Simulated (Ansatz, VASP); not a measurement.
# Mo: VASP beside Ansatz

```
CELL_PARAMETERS angstrom
0.00000 2.11043 2.11043
2.11043 0.00000 2.11043
2.11043 2.11043 0.00000
ATOMIC_POSITIONS crystal
Mo 0.00000 0.00000 0.00000
```

Alike in both runs: task single point; functional PBE; k mesh 18 × 18 × 18; occupations gaussian, width 0.1 eV; no spin polarisation.

|  | VASP | Ansatz |
| --- | --- | --- |
| version | VASP 6.6.1 | Ansatz 0.2.0 |
| potentials or method | VASP PAW PBE potentials, release 64 (Mo_sv), cutoff 520 eV | scalar-relativistic, plane waves, PAW |
| valence electrons in the cell | 14 | 14 |

|  | VASP | Ansatz | Ansatz less VASP |
| --- | --- | --- | --- |
| gap on the k mesh at the Fermi level (eV) | none | none | - |
| pressure (GPa) | -27.1 | -27.3 | -0.23 |

A gap of «none» marks a metal or a gap that the smearing closes.
